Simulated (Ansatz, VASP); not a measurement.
**Two plane-wave programs on Ba**

Contents of INCAR:

```
ALGO = Normal
EDIFF = 1E-7
ENCUT = 520
GGA = PS
ISIF = 2
ISMEAR = 1
LASPH = True
LCHARG = False
LREAL = False
LWAVE = False
NBANDS = 17
NELM = 60
PREC = Accurate
SIGMA = 0.05
```

Contents of KPOINTS:

```
k-points
0
Gamma
  3 3 5
```

File POSCAR:

```
Ba
1.0
    6.9960700000      0.0000000000      0.0000000000
   -3.4980350000      6.0587743467      0.0000000000
    0.0000000000      0.0000000000      3.9093900000
Ba
2
Direct
    0.3333333333      0.6666666667      0.5000000000
    0.6666666667      0.3333333333      0.5000000000
```

Input for Ansatz:

```yaml
crystal:
  lattice:
    a: 6.99607
    b: 6.99607
    c: 3.90939
    alpha: 90.0
    beta: 90.0
    gamma: 120.0
  space_group: 191
  atoms:
    - { symbol: Ba, position: [0.3333333333333333, 0.6666666666666666, 0.5] }
kpoints:
  mp_grid:
    grid: [3, 3, 5]
hamiltonian:
  xc: pbesol
  pseudopotentials:
    kind: paw
scf:
  occupations:
    method: methfessel_paxton
    width: 0.05
output:
  forces: true
  stress: true
```

Alike in both runs: task single point; functional PBEsol; k mesh 3 × 3 × 5; occupations methfessel-paxton of order 1, width 0.05 eV; no spin polarisation.

```csv
,VASP,Ansatz
version,VASP 6.6.1,Ansatz 0.2.0
potentials or method,"VASP PAW PBE potentials, release 64 (Ba_sv)","plane waves, PAW"
plane-wave cutoff (eV),520,420
valence electrons in the cell,20,20
```

|  | VASP | Ansatz | Ansatz less VASP |
| --- | --- | --- | --- |
| pressure (GPa) | -0.5 | -0.6 | -0.04 |
| traceless stress, the component that is largest in VASP (GPa) | -0.29 | -0.30 | -0.006 |

VASP's potentials were made for PBE, not for PBEsol.

Neither program's run includes spin-orbit coupling.
